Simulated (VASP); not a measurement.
HgTe, 2 atoms in the cell. Symmetry: F-43m, No. 216, cubic system. Conventional cell: a = 6.551 Å, b = 6.551 Å, c = 6.551 Å, α = 90.00°, β = 90.00°, γ = 90.00°. Within 3.7 Å of Hg (site symmetry -43m) lie 4 Te at 2.84 Å. Within 3.7 Å of Te (site symmetry -43m) lie 4 Hg at 2.84 Å. 

```yaml
Program: VASP 6.6.1
Task: single point
Functional: BLYP
Potentials_or_basis: VASP PAW PBE potentials, release 64 (Hg, Te)
Cutoff: 500 eV
k_mesh: 6 × 6 × 6
Occupations: gaussian, width 0.05 eV
Spin: no spin polarisation
Dipole_correction: no
Further_INCAR_settings: ALGO = Normal; EDIFF = 1e-06; NBANDS = 16
```

Potentials or basis: VASP PAW PBE potentials, release 64 (Hg, Te).

Run with:

```console
$ cat potpaw_PBE.64/Hg/POTCAR potpaw_PBE.64/Te/POTCAR > POTCAR
$ mpirun -np 1 vasp_std > vasp.out
```

Hardware: 1 thread of Intel(R) Xeon(R) Platinum 8488C (Sapphire Rapids), with other jobs on the host.

**Question.** Estimate the wall time of this run.

**Answer.** Wall time 18 s on 1 thread of Intel(R) Xeon(R) Platinum 8488C (Sapphire Rapids), on a shared host, peak memory 0.2 GiB. Counts: scf iterations 12, k points 16.
